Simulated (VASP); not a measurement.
The system is TaN.

```xyz
2
Lattice="2.7323 0.0000 0.0000 0.0000 2.7323 0.0000 0.0000 0.0000 2.7323" Properties=species:S:1:pos:R:3 pbc="T T T"
Ta    0.0000    0.0000    0.0000
N     1.3662    1.3662    1.3662
```

```yaml
Program: VASP 6.6.1
Task: relaxation of cell and atoms
Functional: PBEsol
Dispersion: D3(BJ)
Potentials_or_basis: VASP PAW PBE potentials, release 64 (Ta_pv, N)
Cutoff: 600 eV
k_mesh: 10 × 10 × 10
Occupations: fermi-dirac, width 0.05 eV
Spin: no spin polarisation
```

At the start: pressure -11.4 GPa; volume 10.20 Å³/atom.

Problem. How do energy, volume and symmetry change on relaxing?

Solution. Over 4 steps the energy falls by 12.4 meV/atom and the volume is 9.86 Å³/atom (-3.3 %); space group Pm-3m (No. 221, to 0.05 Å).

The path:
```
step  energy change (eV)  largest force (eV/Å)  pressure (GPa)  volume (Å³)
   1              0.0000                0.0000          -11.40        20.40
   2              0.1029                0.0000           31.39        18.33
   3             -0.0248                0.0000           -0.30        19.74
   4             -0.0248                0.0000           -0.03        19.72
```

Final structure:
```xyz
2
Lattice="2.7019 0.0000 0.0000 0.0000 2.7019 0.0000 0.0000 0.0000 2.7019" Properties=species:S:1:pos:R:3 pbc="T T T"
Ta    0.0000    0.0000    0.0000
N     1.3510    1.3510    1.3510
```

Caveat: the PAW data sets were made with another functional, which shifts forces and pressure a little; pairwise dispersion overbinds metals, which lowers pressure and volume.
